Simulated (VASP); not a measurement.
Runs of VASP 6.6.1 on Cs3Sc. The structure is that of space group Im-3m (No. 229), or close to it. The cells are those of the table. 

| task | spin | cell | cutoff (eV) | gap on the mesh (eV) | pressure (GPa) |
| --- | --- | --- | --- | --- | --- |
| single point | collinear, ferromagnetic start | a = 7.332 Å, angles 109.5°, 4 atoms | 520 | none | (a) |
| single point | off | a = 7.332 Å, angles 109.5°, 4 atoms | 520 | none | 0.0 |
| single point | off | a = 5.541 Å, angles 109.5°, 4 atoms | 520 | none | 11.9 |
| relaxation of cell and atoms | off | relaxed from a = 5.541 Å, angles 109.5°, 4 atoms | 600 | none | -0.1 |

Alike in all rows: level PBE; potentials or basis VASP PAW PBE potentials, release 64 (Cs_sv, Sc_sv); k mesh 4 × 4 × 4; smearing gaussian 0.1 eV.

Question: Fill in the values left out.

Answer: (a) 0.1.

Caveats: spin-orbit coupling is left out, which moves the levels of the heavy elements.

A k mesh can miss the band edges, and the runs leave out spin-orbit coupling on Cs.

A gap of «none» marks levels without a gap at the run's occupations.
